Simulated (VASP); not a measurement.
CO2, 12 atoms in the cell. Symmetry: Pa-3, No. 205, cubic system. Conventional cell: a = 5.494 Å, b = 5.494 Å, c = 5.494 Å, α = 90.00°, β = 90.00°, γ = 90.00°. Within 1.6 Å of C (site symmetry -3) lie 2 O at 1.17 Å. O (site symmetry 3) has 1 C at 1.17 Å within 1.6 Å. 

```yaml
Program: VASP 6.6.1
Task: single point
Functional: PBE
Potentials_or_basis: VASP PAW PBE potentials, release 64 (C, O)
Cutoff: 520 eV
k_mesh: 5 × 5 × 5
Occupations: fermi-dirac, width 0.02 eV
Spin: no spin polarisation
Dipole_correction: no
Further_INCAR_settings: ALGO = Normal; EDIFF = 1e-06; NBANDS = 44
```

Potentials or basis: VASP PAW PBE potentials, release 64 (C, O).

Launch:

```console
$ cat potpaw_PBE.64/C/POTCAR potpaw_PBE.64/O/POTCAR > POTCAR
$ mpirun -np 1 vasp_std > vasp.out
```

Hardware: 1 thread of Intel(R) Xeon(R) 6975P-C (Granite Rapids) (shared host).

Q: Estimate the wall time of this run.

A: Wall time 38 s on 1 thread of Intel(R) Xeon(R) 6975P-C (Granite Rapids) (shared host), peak memory 0.26 GiB. Counts: scf iterations 13, k points 11.
